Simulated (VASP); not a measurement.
# CuI (Cmcm) in VASP: settings compared

Aim: see how the results for CuI move with the level of theory and the settings. Levels: PBE, r2SCAN. Tasks: single point.

All numbers are computed with VASP 6.6.1; they aren't measurements. Logs are shortened: lines on timing, memory, paths and dates and some standing lists are left out, and cuts for length are marked.

### Step 1. The cell of the first run

Symmetry: Cmcm, No. 63, orthorhombic system. Conventional cell: a = 7.209 Å, b = 7.166 Å, c = 4.158 Å, α = 90.00°, β = 90.00°, γ = 90.00°. Cu (site symmetry m2m) has 2 Cu at 2.37 Å and 3 I at 2.49 to 2.51 Å within 3.1 Å. Within 3.3 Å of I (site symmetry m2m) lie 3 Cu at 2.49 to 2.51 Å.

### Step 2. Single point, PBE

Input file INCAR:

```
ALGO = Normal ; EDIFF = 1E-6
ENCUT = 520 ; GGA = PE
ISIF = 2 ; ISMEAR = 0
LASPH = True ; LCHARG = False
LREAL = False ; LWAVE = False
NBANDS = 26 ; NELM = 60
PREC = Accurate ; SIGMA = 0.05
```

Input file KPOINTS:

```
k-points
0
Gamma
  6 6 8
```

Input file POSCAR:

```
CuI
1.0
    3.6043336791     -3.5830144956      0.0000000000
    3.6043336791      3.5830144956      0.0000000000
    0.0000000000      0.0000000000      4.1583605299
Cu I
2 2
Direct
    0.4204388300      0.5795611700      0.7500000000
    0.5795611700      0.4204388300      0.2500000000
    0.7700426800      0.2299573200      0.7500000000
    0.2299573200      0.7700426800      0.2500000000
```

Potentials or basis: VASP PAW PBE potentials, release 64 (Cu, I).

Run with:

```
$ cat potpaw_PBE.64/Cu/POTCAR potpaw_PBE.64/I/POTCAR > POTCAR
$ mpirun -np 1 vasp_std > vasp.out
```

OUTCAR:

```text
EDIFF = 1E-6
   ENCUT = 520
   GGA = PE
   ISIF = 2
   ISMEAR = 0
   LASPH = True
   LREAL = False
   NELM = 60
   PREC = Accurate

 ion  position               nearest neighbor table
   1  0.420  0.580  0.750-   2 2.37   2 2.37   4 2.49   4 2.49   3 2.51
   2  0.580  0.420  0.250-   1 2.37   1 2.37   3 2.49   3 2.49   4 2.51
   3  0.770  0.230  0.750-   2 2.49   2 2.49   1 2.51
   4  0.230  0.770  0.250-   1 2.49   1 2.49   2 2.51

  LATTYP: Found a base centered orthorhombic cell.
 ALAT       =     7.1660289912
 B/A-ratio  =     1.0059500690
 C/A-ratio  =     0.5802879859

  Lattice vectors:

 A1 = (  -3.6043336791,  -3.5830144956,   0.0000000000)
 A2 = (   3.6043336791,  -3.5830144956,   0.0000000000)
 A3 = (   0.0000000000,   0.0000000000,   4.1583605299)

Analysis of symmetry for initial positions (statically):
=====================================================================
 Subroutine PRICEL returns:
 Original cell was already a primitive cell.

 Routine SETGRP: Setting up the symmetry group for a
 base centered orthorhombic supercell.

 Subroutine GETGRP returns: Found  8 space group operations
 (whereof  4 operations were pure point group operations)
 out of a pool of  8 trial point group operations.

The static configuration has the point symmetry C_2h.
 The point group associated with its full space group is D_2h.

Analysis of symmetry for dynamics (positions and initial velocities):
=====================================================================
 Subroutine PRICEL returns:
 Original cell was already a primitive cell.

 Routine SETGRP: Setting up the symmetry group for a
 base centered orthorhombic supercell.

 Subroutine GETGRP returns: Found  8 space group operations
 (whereof  4 operations were pure point group operations)
 out of a pool of  8 trial point group operations.

The dynamic configuration has the point symmetry C_2h.
 The point group associated with its full space group is D_2h.

 Subroutine INISYM returns: Found  8 space group operations
 (whereof  4 operations are pure point group operations),
 and found     1 'primitive' translations

[... 93 lines left out ...]
   LNONCOLLINEAR =      F non collinear calculations
   LSORBIT =      F    spin-orbit coupling
   LASPH  =      T    aspherical Exc in radial PAW
   ENCUT  =  520.0 eV  38.22 Ry    6.18 a.u.   9.45  9.45  7.73*2*pi/ulx,y,z
   NELM   =     60;   NELMIN=  2; NELMDL= -5     # of ELM steps
   EDIFF  = 0.1E-05   stopping-criterion for ELM
   LREAL  =      F    real-space projection
   EDIFFG = 0.1E-04   stopping-criterion for IOM
   NSW    =      0    number of steps for IOM
   IBRION =     -1    ionic relax: 0-MD 1-quasi-New 2-CG
   NFREE  =      0    steps in history (QN), initial steepest desc. (CG)
   ISIF   =      2    stress and relaxation
   ISYM   =      2    0-nonsym 1-usesym 2-fastsym
   POTIM  = 0.5000    time-step for ionic-motion
   TEBEG  =    0.0;   TEEND  =   0.0 temperature during run
   PSTRESS=    0.0 pullay stress
   NELECT =      36.0000    total number of electrons
   NUPDOWN=      -1.0000    fix difference up-down
   EMIN   =  10.00;   EMAX   =-10.00  energy-range for DOS
   EFERMI =   0.00;   METHOD = LEGACY
   ISMEAR =     0;   SIGMA  =   0.05  broadening in eV -4-tet -1-fermi 0-gaus
   EFERMI_NEDOS =   21; number of points for ismear=-14 and -15
   IALGO  =     38    algorithm
   IMIX   =      4    mixing-type and parameters
     AMIX     =   0.40;   BMIX     =  1.00
     AMIX_MAG =   1.60;   BMIX_MAG =  1.00
  volume/ion in A,a.u.               =      26.85       181.20
  Fermi-wavevector in a.u.,A,eV,Ry     =   1.137192  2.148981 17.595129  1.293205
  Thomas-Fermi vector in A             =   2.273897
   LORBIT       =      0    0 simple, 1 ext, 2 COOP (PROOUT), +10 PAW based schemes
   GGA     = PE    functional components
   LHFCALC =     F    Hartree Fock is set to
   AEXX    =    0.0000 exact exchange contribution
   IVDW    =     0    specifies the selected vdW correction
   LEPSILON=     F    determine dielectric tensor
   LRPA    =     F    only Hartree local field effects (RPA)
 non-spin polarized calculation
 Gauss-broadening in eV      SIGMA  =   0.05
  energy-cutoff  :      520.00
  volume of cell :      107.41
 maximum number of plane-waves:      2912
 NGX is ok and might be reduce to    40
   NGX = 19   NGY = 19   NGZ = 15

 number of electron      36.0000021 magnetization

 Free energy of the ion-electron system (eV)
  ---------------------------------------------------
  ext. energy  EPLUGINS =         0.00000000
  ---------------------------------------------------
  free energy    TOTEN  =       -10.62824946 eV

  energy without entropy =      -10.62824946  energy(sigma->0) =      -10.62824946

 E-fermi :   5.3398     XC(G=0):  -9.0746

 val. band max:        5.0619005530   @ k =   0.0000   0.0000   0.0000
 cond. band min:       6.2232097709   @ k =   0.0000   0.0000   0.0000
 fundamental gap:      1.1613092179
 Fermi energy:         5.3397894848

 k-point     1 :       0.0000    0.0000    0.0000
  band No.  band energies     occupation
      1      -9.4405      2.00000
      2      -8.4609      2.00000
      3      -1.1204      2.00000
      4       0.2225      2.00000
      5       0.4568      2.00000
      6       0.4665      2.00000
[... 685 lines left out ...]
     25      12.1558      0.00000
     26      12.6045      0.00000

 [... further k-points ...]

------------------------ aborting loop because EDIFF is reached ----------------------------------------

  FORCE on cell =-STRESS in cart. coord.  units (eV):
  Direction    XX          YY          ZZ          XY          YZ          ZX
  --------------------------------------------------------------------------------------
  -------------------------------------------------------------------------------------
  Total        1.3685022      6.1769840      6.9131013      0.0000000      0.0000000      0.0000000
  in kB       20.4141078     92.1427919    103.1235399      0.0000000      0.0000000      0.0000000
  external PRESSURE =      71.8934799 kB  Pullay stress =       0.0000000 kB

 VOLUME and BASIS-vectors are now :
 -----------------------------------------------------------------------------
  energy-cutoff  :      520.00
  volume of cell :      107.41
      direct lattice vectors                 reciprocal lattice vectors
     3.604333679 -3.583014496  0.000000000     0.138721896 -0.139547300  0.000000000
     3.604333679  3.583014496  0.000000000     0.138721896  0.139547300  0.000000000
     0.000000000  0.000000000  4.158360530     0.000000000  0.000000000  0.240479389

 POSITION                                       TOTAL-FORCE (eV/Angst)
 -----------------------------------------------------------------------------------
      3.60433      0.57014      3.11877         0.000000      0.388147     -0.000000
      3.60433     -0.57014      1.03959         0.000000     -0.388147      0.000000
      3.60433     -1.93513      3.11877         0.000000     -1.196395     -0.000000
      3.60433      1.93513      1.03959         0.000000      1.196395      0.000000
 -----------------------------------------------------------------------------------
    total drift:                                0.000000     -0.000000      0.000000

  FREE ENERGIE OF THE ION-ELECTRON SYSTEM (eV)
  ---------------------------------------------------
  free  energy   TOTEN  =       -10.6282494639 eV

  energy  without entropy=      -10.6282494639  energy(sigma->0) =      -10.62824946
```

Run time: 66 s. Hardware: 1 thread of Intel Xeon 6975P-C (Granite Rapids), shared host; peak memory 0.32 GiB.

What came out:

```
Free energy            : -10.6282 eV
Pressure               : 7.2 GPa
Largest force          : 1.196 eV/Å
Band gap on the k mesh : 1.16 eV
```

Forces on the atoms (eV/Å):
```
Cu   0.000  0.388  0.000
Cu   0.000 -0.388  0.000
I    0.000 -1.196  0.000
I    0.000  1.196  0.000
```

Levels at points of the mesh, in eV from the valence-band top:
| k point | band 16 | band 17 | band 18 | band 19 | band 20 | band 21 |
| --- | --- | --- | --- | --- | --- | --- |
| (0.00, 0.00, 0.00) | -1.82 | -1.10 | 0.00 | 1.16 | 1.24 | 2.37 |
| (0.50, 0.00, 0.00) | -1.67 | -1.67 | -0.51 | 2.67 | 3.13 | 3.54 |
| (0.50, 0.50, 0.00) | -1.22 | -0.88 | -0.27 | 1.74 | 2.86 | 4.15 |
| (0.00, 0.00, 0.50) | -2.22 | -1.90 | -1.90 | 3.51 | 3.51 | 4.01 |
| (0.50, 0.00, 0.50) | -2.24 | -1.61 | -1.61 | 2.08 | 2.08 | 3.21 |
| (0.50, 0.50, 0.50) | -2.20 | -1.97 | -1.97 | 4.37 | 4.37 | 4.52 |

Caveat: the cell stands under pressure; spin-orbit coupling is left out, which moves the levels of the heavy elements; forces of over 1 eV/Å act on the atoms, so gaps and moduli don't describe the material at rest. A k mesh can miss the band edges.

### Step 3. Single point, PBE

This run uses another cell than the first one, of 29.83 Å³/atom.

Input file INCAR:

```
ALGO = Normal
EDIFF = 1E-6
ENCUT = 520
GGA = PE
ISIF = 2
ISMEAR = 0
LASPH = True
LCHARG = True
LELF = True
LREAL = False
LVHAR = True
LWAVE = False
NBANDS = 26
NELM = 60
PREC = Accurate
SIGMA = 0.05
```

KPOINTS is that of step 2.

Input file POSCAR:

```
CuI
1.0
    3.7331675900     -3.7110863700      0.0000000000
    3.7331675900      3.7110863700      0.0000000000
    0.0000000000      0.0000000000      4.3069976700
Cu I
2 2
Direct
    0.4204388300      0.5795611700      0.7500000000
    0.5795611700      0.4204388300      0.2500000000
    0.7700426800      0.2299573200      0.7500000000
    0.2299573200      0.7700426800      0.2500000000
```

Potentials or basis: VASP PAW PBE potentials, release 64 (Cu, I).

Run with:

```
$ cat potpaw_PBE.64/Cu/POTCAR potpaw_PBE.64/I/POTCAR > POTCAR
$ mpirun -np 1 vasp_std > vasp.out
```

Run time: 70 s. Hardware: 1 thread of Intel Xeon 6975P-C (Granite Rapids), shared host; peak memory 0.34 GiB.

The run converged. Its results:

| Property | Result |
| --- | --- |
| Free energy | -10.9255 eV |
| Pressure | 1.5 GPa |
| Largest force | 0.146 eV/Å |
| Band gap on the k mesh | 1.04 eV |

Forces in eV/Å, atoms in the order of the input:
```
Cu   0.000  0.120  0.000
Cu   0.000 -0.120  0.000
I    0.000 -0.146  0.000
I    0.000  0.146  0.000
```

Stress tensor (GPa, compression positive):
```
0.97 0.00 0.00
0.00 1.70 0.00
0.00 0.00 1.73
```

Levels at points of the mesh, in eV from the valence-band top:
```tsv
k point	band 14	band 15	band 16	band 17	band 18	band 19	band 20	band 21	band 22	band 23
(0.00, 0.00, 0.00)	-1.86	-1.80	-1.49	-0.92	0.00	1.04	1.75	2.44	4.63	5.07
(0.50, 0.00, 0.00)	-1.88	-1.79	-1.38	-1.34	-0.38	2.72	2.90	3.51	4.04	5.48
(0.50, 0.50, 0.00)	-1.94	-1.78	-1.07	-0.76	-0.20	1.67	2.76	4.26	4.91	5.27
(0.00, 0.00, 0.50)	-1.94	-1.81	-1.81	-1.60	-1.60	3.68	3.68	3.81	3.81	5.95
(0.50, 0.00, 0.50)	-1.96	-1.82	-1.82	-1.37	-1.37	2.20	2.20	3.47	3.47	7.40
(0.50, 0.50, 0.50)	-2.02	-1.79	-1.79	-1.62	-1.62	3.99	3.99	4.55	4.55	6.61
```

Caveat: spin-orbit coupling is left out, which moves the levels of the heavy elements. A k mesh can miss the band edges.

### Step 4. Single point, r2SCAN

This run uses another cell than the first one, of 29.83 Å³/atom.

POSCAR is that of step 3.

Input file INCAR.step1:

```
SYSTEM = CuI
ALGO = Normal
EDIFF = 1E-4
ENCUT = 520
GGA = PE
ISMEAR = 0
LASPH = .TRUE.
LCHARG = .FALSE.
LREAL = .FALSE.
LWAVE = .TRUE.
NBANDS = 26
NELM = 60
PREC = Accurate
SIGMA = 0.05
```

Input file INCAR.step2:

```
SYSTEM = CuI
ALGO = Normal
EDIFF = 1E-6
ENCUT = 520
ISIF = 2
ISMEAR = 0
ISTART = 1
LASPH = .TRUE.
LCHARG = .FALSE.
LMIXTAU = .TRUE.
LREAL = .FALSE.
LWAVE = .FALSE.
METAGGA = R2SCAN
NBANDS = 26
NELM = 60
PREC = Accurate
SIGMA = 0.05
```

Input file KPOINTS:

```
k-points
0
G
  6 6 8
  0 0 0
```

Potentials or basis: VASP PAW PBE potentials, release 64 (Cu, I).

Run with:

```
$ cat potpaw_PBE.64/Cu/POTCAR potpaw_PBE.64/I/POTCAR > POTCAR
$ cp INCAR.step1 INCAR
$ mpirun -np 1 vasp_std > vasp.out
$ cp INCAR.step2 INCAR
$ mpirun -np 1 vasp_std > vasp.out
```

OUTCAR:

```text
SYSTEM = CuI
   EDIFF = 1E-6
   ENCUT = 520
   ISIF = 2
   ISMEAR = 0
   ISTART = 1
   LASPH = .TRUE.
   LREAL = .FALSE.
   METAGGA = R2SCAN
   NELM = 60
   PREC = Accurate

 ion  position               nearest neighbor table
   1  0.420  0.580  0.750-   2 2.46   2 2.46   4 2.58   4 2.58   3 2.59
   2  0.580  0.420  0.250-   1 2.46   1 2.46   3 2.58   3 2.58   4 2.59
   3  0.770  0.230  0.750-   2 2.58   2 2.58   1 2.59
   4  0.230  0.770  0.250-   1 2.58   1 2.58   2 2.59

  LATTYP: Found a base centered orthorhombic cell.
 ALAT       =     7.4221727400
 B/A-ratio  =     1.0059500690
 C/A-ratio  =     0.5802879859

  Lattice vectors:

 A1 = (  -3.7331675900,  -3.7110863700,   0.0000000000)
 A2 = (   3.7331675900,  -3.7110863700,   0.0000000000)
 A3 = (   0.0000000000,   0.0000000000,   4.3069976700)

Analysis of symmetry for initial positions (statically):
=====================================================================
 Subroutine PRICEL returns:
 Original cell was already a primitive cell.

 Routine SETGRP: Setting up the symmetry group for a
 base centered orthorhombic supercell.

 Subroutine GETGRP returns: Found  8 space group operations
 (whereof  4 operations were pure point group operations)
 out of a pool of  8 trial point group operations.

The static configuration has the point symmetry C_2h.
 The point group associated with its full space group is D_2h.

Analysis of symmetry for dynamics (positions and initial velocities):
=====================================================================
 Subroutine PRICEL returns:
 Original cell was already a primitive cell.

 Routine SETGRP: Setting up the symmetry group for a
 base centered orthorhombic supercell.

[... 123 lines left out ...]
   EFERMI =   0.00;   METHOD = LEGACY
   ISMEAR =     0;   SIGMA  =   0.05  broadening in eV -4-tet -1-fermi 0-gaus
   EFERMI_NEDOS =   21; number of points for ismear=-14 and -15
   IALGO  =     38    algorithm
   IMIX   =      4    mixing-type and parameters
     AMIX     =   0.40;   BMIX     =  1.00
     AMIX_MAG =   1.60;   BMIX_MAG =  1.00
  volume/ion in A,a.u.               =      29.83       201.34
  Fermi-wavevector in a.u.,A,eV,Ry     =   1.097947  2.074818 16.401647  1.205487
  Thomas-Fermi vector in A             =   2.234316
   LORBIT       =      0    0 simple, 1 ext, 2 COOP (PROOUT), +10 PAW based schemes
   METAGGA = R2SCAN    functional components
   LHFCALC =     F    Hartree Fock is set to
   AEXX    =    0.0000 exact exchange contribution
   IVDW    =     0    specifies the selected vdW correction
   LEPSILON=     F    determine dielectric tensor
   LRPA    =     F    only Hartree local field effects (RPA)
 non-spin polarized calculation
 Gauss-broadening in eV      SIGMA  =   0.05
  energy-cutoff  :      520.00
  volume of cell :      119.34
 maximum number of plane-waves:      3240
   NGX = 19   NGY = 19   NGZ = 17

 number of electron      35.9999983 magnetization

 Free energy of the ion-electron system (eV)
  ---------------------------------------------------
  ext. energy  EPLUGINS =         0.00000000
  ---------------------------------------------------
  free energy    TOTEN  =       -71.37635887 eV

  energy without entropy =      -71.37635887  energy(sigma->0) =      -71.37635887

 E-fermi :   3.8696     XC(G=0):  -9.0573

 val. band max:        3.6717256019   @ k =   0.0000   0.0000   0.0000
 cond. band min:       5.0792679049   @ k =   0.0000   0.0000   0.0000
 fundamental gap:      1.4075423031
 Fermi energy:         3.8695998512

 k-point     1 :       0.0000    0.0000    0.0000
  band No.  band energies     occupation
      1     -10.6827      2.00000
      2      -9.9000      2.00000
      3      -2.0694      2.00000
      4      -0.7092      2.00000
      5      -0.4947      2.00000
      6      -0.4391      2.00000
[... 685 lines left out ...]
     25      11.1131      0.00000
     26      11.6744      0.00000

 [... further k-points ...]

------------------------ aborting loop because EDIFF is reached ----------------------------------------

  FORCE on cell =-STRESS in cart. coord.  units (eV):
  Direction    XX          YY          ZZ          XY          YZ          ZX
  --------------------------------------------------------------------------------------
  -------------------------------------------------------------------------------------
  Total        0.0772696      0.0928472      0.0682533      0.0000000     -0.0000000      0.0000000
  in kB        1.0373754      1.2465112      0.9163278      0.0000000     -0.0000000      0.0000000
  external PRESSURE =       1.0667381 kB  Pullay stress =       0.0000000 kB

 VOLUME and BASIS-vectors are now :
 -----------------------------------------------------------------------------
  energy-cutoff  :      520.00
  volume of cell :      119.34
      direct lattice vectors                 reciprocal lattice vectors
     3.733167590 -3.711086370  0.000000000     0.133934518 -0.134731437  0.000000000
     3.733167590  3.711086370  0.000000000     0.133934518  0.134731437  0.000000000
     0.000000000  0.000000000  4.306997670     0.000000000  0.000000000  0.232180297

 POSITION                                       TOTAL-FORCE (eV/Angst)
 -----------------------------------------------------------------------------------
      3.73317      0.59052      3.23025         0.000000      0.061022      0.000000
      3.73317     -0.59052      1.07675         0.000000     -0.061022     -0.000000
      3.73317     -2.00430      3.23025         0.000000      0.006817      0.000000
      3.73317      2.00430      1.07675         0.000000     -0.006817      0.000000
 -----------------------------------------------------------------------------------
    total drift:                                0.000000     -0.000000      0.000000

  FREE ENERGIE OF THE ION-ELECTRON SYSTEM (eV)
  ---------------------------------------------------
  free  energy   TOTEN  =       -71.3763588708 eV

  energy  without entropy=      -71.3763588708  energy(sigma->0) =      -71.37635887
```

OUTCAR.step1:

```text
SYSTEM = CuI
   EDIFF = 1E-4
   ENCUT = 520
   GGA = PE
   ISMEAR = 0
   LASPH = .TRUE.
   LREAL = .FALSE.
   NELM = 60
[... 926 lines left out ...]
      3.73317     -0.59052      1.07675         0.000000     -0.121098      0.000000
      3.73317     -2.00430      3.23025         0.000000     -0.148242      0.000000
      3.73317      2.00430      1.07675         0.000000      0.148242      0.000000
 -----------------------------------------------------------------------------------
    total drift:                                0.000000     -0.000000      0.000000

  FREE ENERGIE OF THE ION-ELECTRON SYSTEM (eV)
  ---------------------------------------------------
  free  energy   TOTEN  =       -10.9255149262 eV

  energy  without entropy=      -10.9255149262  energy(sigma->0) =      -10.92551493
```

Run time: 4 min. Hardware: 1 thread of Intel Xeon 6975P-C (Granite Rapids), shared host; peak memory 0.35 GiB.

Results:

- Free energy: -71.3764 eV
- Pressure: 0.1 GPa
- Largest force: 0.061 eV/Å
- Band gap on the k mesh: 1.41 eV

Forces on the atoms (eV/Å):
```
Cu   0.000  0.061  0.000
Cu   0.000 -0.061  0.000
I    0.000  0.007  0.000
I    0.000 -0.007  0.000
```

Caveat: the PAW data sets were made with another functional, which shifts forces and pressure a little; spin-orbit coupling is left out, which moves the levels of the heavy elements. A k mesh can miss the band edges.

### Step 5. The runs side by side

| level | cell | gap on the mesh (eV) | pressure (GPa) | largest force (eV/Å) |
| --- | --- | --- | --- | --- |
| PBE | a = 5.082, b = 5.082, c = 4.158 Å, angles 90.0, 90.0, 89.7°, 4 atoms | 1.16 | 7.2 | 1.20 |
| PBE | a = 5.264, b = 5.264, c = 4.307 Å, angles 90.0, 90.0, 89.7°, 4 atoms | 1.04 | 1.5 | 0.15 |
| r2SCAN | a = 5.264, b = 5.264, c = 4.307 Å, angles 90.0, 90.0, 89.7°, 4 atoms | 1.41 | 0.1 | 0.06 |

Alike in all rows: task single point; potentials or basis VASP PAW PBE potentials, release 64 (Cu, I); no spin polarisation; k mesh 6 × 6 × 8; cutoff (eV) 520; smearing gaussian 0.05 eV.

Caveats: spin-orbit coupling is left out, which moves the levels of the heavy elements; the cell stands under pressure (at least some runs); forces of over 1 eV/Å act on the atoms, so gaps and moduli don't describe the material at rest (at least some runs); the PAW data sets were made with another functional, which shifts forces and pressure a little (at least some runs).

Total energies depend on the potentials used, so only differences within one code and one set of settings carry meaning.
